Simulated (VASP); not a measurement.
# BiTe (Fm-3m) in VASP: notebook

Runs on BiTe. Level: r2SCAN. Tasks: single point.

Program: VASP 6.6.1. These are calculated values, not measurements. Logs are shortened: lines on timing, memory, paths and dates and some standing lists are left out, and cuts for length are marked.

## (1) The cell of the first run

It takes space group Fm-3m (No. 225, cubic). The conventional cell has a = 6.475 Å, b = 6.475 Å, c = 6.475 Å, α = 90.00°, β = 90.00°, γ = 90.00°. Within 4.3 Å of Bi (site symmetry m-3m) lie 6 Te at 3.24 Å. Within 4.3 Å of Te (site symmetry m-3m) lie 6 Bi at 3.24 Å.

## (2) Single point, r2SCAN

Input file POSCAR:

```
BiTe
1.0
    0.0000000000      3.2374487800      3.2374487800
    3.2374487800      0.0000000000      3.2374487800
    3.2374487800      3.2374487800      0.0000000000
Bi Te
1 1
Direct
    0.0000000000      0.0000000000      0.0000000000
    0.5000000000      0.5000000000      0.5000000000
```

Input file INCAR.step1:

```
SYSTEM = BiTe
PREC = Accurate ; ENCUT = 520
ISMEAR = -1 ; SIGMA = 0.1
LREAL = .False. ; LASPH = .True.
NELM = 80 ; NBANDS = 18
GGA = PE ; ALGO = Normal
EDIFF = 1E-4 ; LWAVE = .True.
LCHARG = .False.
```

Input file INCAR.step2:

```
SYSTEM = BiTe
PREC = Accurate ; ENCUT = 520
EDIFF = 1E-7 ; ISMEAR = -1
SIGMA = 0.1 ; LREAL = .False.
LASPH = .True. ; NELM = 80
ALGO = Normal ; ISIF = 2
LWAVE = .False. ; LCHARG = .False.
METAGGA = R2SCAN ; LMIXTAU = .True.
NBANDS = 18 ; ISTART = 1
```

Input file KPOINTS:

```
Automatic mesh
0
Gamma
  9 9 9
  0 0 0
```

Potentials or basis: VASP PAW PBE potentials, release 64 (Bi_d, Te).

Started as:

```
$ cat potpaw_PBE.64/Bi_d/POTCAR potpaw_PBE.64/Te/POTCAR > POTCAR
$ cp INCAR.step1 INCAR
$ mpirun -np 1 vasp_std > vasp.out
$ cp INCAR.step2 INCAR
$ mpirun -np 1 vasp_std > vasp.out
```

OUTCAR:

```text
SYSTEM = BiTe
   PREC = Accurate
   ENCUT = 520
   EDIFF = 1E-7
   ISMEAR = -1
   LREAL = .False.
   LASPH = .True.
   NELM = 80
   ISIF = 2
   METAGGA = R2SCAN
   ISTART = 1

 ion  position               nearest neighbor table
   1  0.000  0.000  0.000-   2 3.24   2 3.24   2 3.24   2 3.24   2 3.24   2 3.24
   2  0.500  0.500  0.500-   1 3.24   1 3.24   1 3.24   1 3.24   1 3.24   1 3.24

  LATTYP: Found a face centered cubic cell.
 ALAT       =     6.4748975600

  Lattice vectors:

 A1 = (   0.0000000000,   3.2374487800,   3.2374487800)
 A2 = (   3.2374487800,   0.0000000000,   3.2374487800)
 A3 = (   3.2374487800,   3.2374487800,   0.0000000000)

Analysis of symmetry for initial positions (statically):
=====================================================================
 Subroutine PRICEL returns:
 Original cell was already a primitive cell.

 Routine SETGRP: Setting up the symmetry group for a
 face centered cubic supercell.

 Subroutine GETGRP returns: Found 48 space group operations
 (whereof 48 operations were pure point group operations)
 out of a pool of 48 trial point group operations.

The static configuration has the point symmetry O_h .

Analysis of symmetry for dynamics (positions and initial velocities):
=====================================================================
 Subroutine PRICEL returns:
 Original cell was already a primitive cell.

 Routine SETGRP: Setting up the symmetry group for a
 face centered cubic supercell.

 Subroutine GETGRP returns: Found 48 space group operations
 (whereof 48 operations were pure point group operations)
 out of a pool of 48 trial point group operations.

The dynamic configuration has the point symmetry O_h .

 Subroutine INISYM returns: Found 48 space group operations
 (whereof 48 operations are pure point group operations),
 and found     1 'primitive' translations

----------------------------------------------------------------------------------------

                                     Primitive cell

  volume of cell :      67.8639

  direct lattice vectors                    reciprocal lattice vectors
     0.000000000  3.237448780  3.237448780    -0.154442598  0.154442598  0.154442598
     3.237448780  0.000000000  3.237448780     0.154442598 -0.154442598  0.154442598
     3.237448780  3.237448780  0.000000000     0.154442598  0.154442598 -0.154442598

  length of vectors
     4.578443972  4.578443972  4.578443972     0.267502426  0.267502426  0.267502426

  position of ions in fractional coordinates (direct lattice)
     0.000000000  0.000000000  0.000000000
     0.500000000  0.500000000  0.500000000

  ion indices of the primitive-cell ions
   primitive index   ion index
                 1           1
                 2           2

----------------------------------------------------------------------------------------

 KPOINTS: Automatic mesh

Automatic generation of k-mesh.
 Grid dimensions read from file:
 generate k-points for:    9    9    9

 Generating k-lattice:

  Cartesian coordinates                     Fractional coordinates (reciprocal lattice)
    -0.017160289  0.017160289  0.017160289     0.111111111  0.000000000  0.000000000
     0.017160289 -0.017160289  0.017160289     0.000000000  0.111111111  0.000000000
     0.017160289  0.017160289 -0.017160289     0.000000000  0.000000000  0.111111111

  Length of vectors
     0.029722492  0.029722492  0.029722492

  Shift w.r.t. Gamma in fractional coordinates (k-lattice)
     0.000000000  0.000000000  0.000000000

 Subroutine IBZKPT returns following result:
 ===========================================

 Found     35 irreducible k-points:

 Following reciprocal coordinates:
            Coordinates               Weight
  0.000000  0.000000  0.000000      1.000000
  0.111111  0.000000  0.000000      8.000000
  0.222222  0.000000  0.000000      8.000000
  0.333333  0.000000  0.000000      8.000000
  0.444444  0.000000  0.000000      8.000000
  0.111111  0.111111  0.000000      6.000000
[... 16 lines left out ...]
 -0.333333  0.333333  0.000000     12.000000
  0.444444  0.444444  0.000000      6.000000
 [... further k-points ...]
   k-points           NKPTS =     35   k-points in BZ     NKDIM =     35   number of bands    NBANDS=     18
   number of dos      NEDOS =    301   number of ions     NIONS =      2
   total plane-waves  NPLWV =  46656
   dimension x,y,z NGX =    36 NGY =   36 NGZ =   36
   dimension x,y,z NGXF=    72 NGYF=   72 NGZF=   72
   ions per type =               1   1
   NGX,Y,Z   is equivalent  to a cutoff of  13.07, 13.07, 13.07 a.u.
   NGXF,Y,Z  is equivalent  to a cutoff of  26.14, 26.14, 26.14 a.u.
 SYSTEM =  BiTe
   PREC   = accura    normal or accurate (medium, high low for compatibility)
   ISTART =      1    job   : 0-new  1-cont  2-samecut
   ICHARG =      0    charge: 1-file 2-atom 10-const
   ISPIN  =      1    spin polarized calculation?
   LNONCOLLINEAR =      F non collinear calculations
   LSORBIT =      F    spin-orbit coupling
   LASPH  =      T    aspherical Exc in radial PAW
   ENCUT  =  520.0 eV  38.22 Ry    6.18 a.u.   8.51  8.51  8.51*2*pi/ulx,y,z
   NELM   =     80;   NELMIN=  2; NELMDL=  0     # of ELM steps
   EDIFF  = 0.1E-06   stopping-criterion for ELM
   LREAL  =      F    real-space projection
   EDIFFG = 0.1E-05   stopping-criterion for IOM
   NSW    =      0    number of steps for IOM
   IBRION =     -1    ionic relax: 0-MD 1-quasi-New 2-CG
   NFREE  =      0    steps in history (QN), initial steepest desc. (CG)
   ISIF   =      2    stress and relaxation
   ISYM   =      2    0-nonsym 1-usesym 2-fastsym
   POTIM  = 0.5000    time-step for ionic-motion
   TEBEG  =    0.0;   TEEND  =   0.0 temperature during run
   PSTRESS=    0.0 pullay stress
   NELECT =      21.0000    total number of electrons
   NUPDOWN=      -1.0000    fix difference up-down
   EMIN   =  10.00;   EMAX   =-10.00  energy-range for DOS
   EFERMI =   0.00;   METHOD = LEGACY
   ISMEAR =    -1;   SIGMA  =   0.10  broadening in eV -4-tet -1-fermi 0-gaus
   EFERMI_NEDOS =   21; number of points for ismear=-14 and -15
   IALGO  =     38    algorithm
   IMIX   =      4    mixing-type and parameters
     AMIX     =   0.40;   BMIX     =  1.00
     AMIX_MAG =   1.60;   BMIX_MAG =  1.00
  volume/ion in A,a.u.               =      33.93       228.98
  Fermi-wavevector in a.u.,A,eV,Ry     =   1.107308  2.092508 16.682519  1.226131
  Thomas-Fermi vector in A             =   2.243820
   LORBIT       =      0    0 simple, 1 ext, 2 COOP (PROOUT), +10 PAW based schemes
   METAGGA = R2SCAN    functional components
   LHFCALC =     F    Hartree Fock is set to
   AEXX    =    0.0000 exact exchange contribution
   IVDW    =     0    specifies the selected vdW correction
   LEPSILON=     F    determine dielectric tensor
   LRPA    =     F    only Hartree local field effects (RPA)
 non-spin polarized calculation
  energy-cutoff  :      520.00
  volume of cell :       67.86
 maximum number of plane-waves:      1853
 NGX is ok and might be reduce to    36
   NGX = 17   NGY = 17   NGZ = 17

 number of electron      21.0000000 magnetization

 Free energy of the ion-electron system (eV)
  ---------------------------------------------------
  ext. energy  EPLUGINS =         0.00000000
  ---------------------------------------------------
  free energy    TOTEN  =       -84.04674833 eV

  energy without entropy =      -83.99508860  energy(sigma->0) =      -84.02091846

 E-fermi :   6.5669     XC(G=0):  -9.9903

 val. band max:        6.5468628679   @ k =   0.3333   0.0000   0.0000
 cond. band min:       6.5742875725   @ k =   0.3333   0.0000   0.0000
 fundamental gap:      0.0274247046
 Fermi energy:         6.5668982946

 k-point     1 :       0.0000    0.0000    0.0000
  band No.  band energies     occupation
      1     -17.3380      2.00000
      2     -17.3380      2.00000
      3     -17.3326      2.00000
      4     -17.3326      2.00000
      5     -17.3326      2.00000
      6      -7.5700      2.00000
[... 10 lines left out ...]
     17      13.3168      0.00000
     18      13.5316      0.00000

 k-point     2 :       0.1111    0.0000    0.0000
  band No.  band energies     occupation
      1     -17.3385      2.00000
      2     -17.3385      2.00000
      3     -17.3324      2.00000
      4     -17.3319      2.00000
      5     -17.3319      2.00000
      6      -7.4536      2.00000
[... 10 lines left out ...]
     17      14.0301      0.00000
     18      14.1937      0.00000

 k-point     3 :       0.2222    0.0000    0.0000
  band No.  band energies     occupation
      1     -17.3400      2.00000
      2     -17.3400      2.00000
      3     -17.3318      2.00000
      4     -17.3299      2.00000
      5     -17.3299      2.00000
      6      -7.1081      2.00000
[... 10 lines left out ...]
     17      15.5685      0.00000
     18      15.7380      0.00000

 k-point     4 :       0.3333    0.0000    0.0000
  band No.  band energies     occupation
      1     -17.3419      2.00000
      2     -17.3419      2.00000
      3     -17.3312      2.00000
      4     -17.3274      2.00000
      5     -17.3274      2.00000
      6      -6.5464      2.00000
[... 10 lines left out ...]
     17      16.6043      0.00000
     18      17.6281      0.00000

 k-point     5 :       0.4444    0.0000    0.0000
  band No.  band energies     occupation
      1     -17.3432      2.00000
      2     -17.3432      2.00000
      3     -17.3307      2.00000
      4     -17.3257      2.00000
      5     -17.3257      2.00000
      6      -5.8050      2.00000
[... 10 lines left out ...]
     17      15.4344      0.00000
     18      16.8743      0.00000

 k-point     6 :       0.1111    0.1111    0.0000
  band No.  band energies     occupation
      1     -17.3398      2.00000
      2     -17.3375      2.00000
      3     -17.3330      2.00000
      4     -17.3314      2.00000
      5     -17.3314      2.00000
      6      -7.4159      2.00000
[... 307 lines left out ...]
 k-point    21 :       0.4444    0.3333    0.0000
  band No.  band energies     occupation
      1     -17.3518      2.00000
      2     -17.3350      2.00000
      3     -17.3347      2.00000
      4     -17.3234      2.00000
      5     -17.3231      2.00000
      6      -5.9513      2.00000
[... 10 lines left out ...]
     17      16.6214      0.00000
     18      16.6440      0.00000

 k-point    22 :      -0.4444    0.3333    0.0000
  band No.  band energies     occupation
      1     -17.3509      2.00000
      2     -17.3365      2.00000
      3     -17.3330      2.00000
      4     -17.3241      2.00000
      5     -17.3230      2.00000
      6      -5.4976      2.00000
[... 10 lines left out ...]
     17      17.0797      0.00000
     18      17.3261      0.00000

 k-point    23 :      -0.3333    0.3333    0.0000
  band No.  band energies     occupation
      1     -17.3481      2.00000
      2     -17.3390      2.00000
      3     -17.3302      2.00000
      4     -17.3260      2.00000
      5     -17.3243      2.00000
      6      -5.2322      2.00000
[... 10 lines left out ...]
     17      16.1015      0.00000
     18      19.0181      0.00000

 k-point    24 :       0.4444    0.4444    0.0000
  band No.  band energies     occupation
      1     -17.3542      2.00000
      2     -17.3361      2.00000
      3     -17.3333      2.00000
      4     -17.3219      2.00000
      5     -17.3219      2.00000
      6      -5.7927      2.00000
[... 10 lines left out ...]
     17      17.5046      0.00000
     18      17.5118      0.00000

 [... further k-points ...]
[... 5 lines left out ...]
  --------------------------------------------------------------------------------------
  -------------------------------------------------------------------------------------
  Total       -0.0424875     -0.0424875     -0.0424875     -0.0000000      0.0000000     -0.0000000
  in kB       -1.0030734     -1.0030734     -1.0030734     -0.0000000      0.0000000     -0.0000000
  external PRESSURE =      -1.0030734 kB  Pullay stress =       0.0000000 kB

 VOLUME and BASIS-vectors are now :
 -----------------------------------------------------------------------------
  energy-cutoff  :      520.00
  volume of cell :       67.86
      direct lattice vectors                 reciprocal lattice vectors
     0.000000000  3.237448780  3.237448780    -0.154442598  0.154442598  0.154442598
     3.237448780  0.000000000  3.237448780     0.154442598 -0.154442598  0.154442598
     3.237448780  3.237448780  0.000000000     0.154442598  0.154442598 -0.154442598

 POSITION                                       TOTAL-FORCE (eV/Angst)
 -----------------------------------------------------------------------------------
      0.00000      0.00000      0.00000        -0.000000      0.000000     -0.000000
      3.23745      3.23745      3.23745         0.000000     -0.000000      0.000000
 -----------------------------------------------------------------------------------
    total drift:                               -0.000000      0.000000      0.000000

  FREE ENERGIE OF THE ION-ELECTRON SYSTEM (eV)
  ---------------------------------------------------
  free  energy   TOTEN  =       -84.0467483265 eV

  energy  without entropy=      -83.9950885952  energy(sigma->0) =      -84.02091846
```

It took 5.5 min on 1 thread of AMD EPYC 7R13, shared host; peak memory 0.21 GiB.

Results:

```yaml
Free_energy: -84.0467 eV
Pressure: -0.1 GPa
```

Caveat: the PAW data sets were made with another functional, which shifts forces and pressure a little; spin-orbit coupling is left out, which moves the levels of the heavy elements.

[end of part 1 of 2]
